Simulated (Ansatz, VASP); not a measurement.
**Hf2N: VASP beside Ansatz**

```
CELL_PARAMETERS angstrom
5.57389 0.00000 0.00000
-2.78694 4.82713 0.00000
0.00000 0.00000 5.11022
ATOMIC_POSITIONS crystal
Hf 0.66810 0.66810 0.74715
Hf 0.00000 0.33190 0.74715
Hf 0.33190 0.00000 0.74715
Hf 0.33190 0.33190 0.25285
Hf 0.00000 0.66810 0.25285
Hf 0.66810 0.00000 0.25285
N 0.66667 0.33333 0.50000
N 0.33333 0.66667 0.50000
N 0.00000 0.00000 0.00000
```

Alike in both runs: functional r2SCAN; k mesh 6 × 6 × 8; occupations gaussian, width 0.1 eV; no spin polarisation.

Ansatz relaxed the structure, and its values are those at the end. VASP's run is a single point on that final structure, the one shown.

|  | VASP | Ansatz |
| --- | --- | --- |
| version | VASP 6.6.1 | Ansatz 0.2.0 |
| potentials or method | VASP PAW PBE potentials, release 64 (Hf_pv, N), cutoff 520 eV | scalar-relativistic, plane waves, PAW |
| valence electrons in the cell | 75 | 171 |

Ansatz gave:

```
gap on the k mesh at the Fermi level (eV) : none
pressure (GPa)                            : 0.0
rms of the force components (eV/Å)        : 0.001
```

Question: Estimate VASP's values.

Answer: gap on the k mesh at the Fermi level (eV): none; pressure (GPa): -1.4; rms of the force components (eV/Å): 0.016.

VASP's potentials were made for PBE, not for r2SCAN. A gap of «none» marks a metal or a gap that the smearing closes. VASP's potentials hold 75 valence electrons a cell and Ansatz's 171, so a difference there can come from the potentials and not from the codes.

Spin-orbit coupling is off throughout.
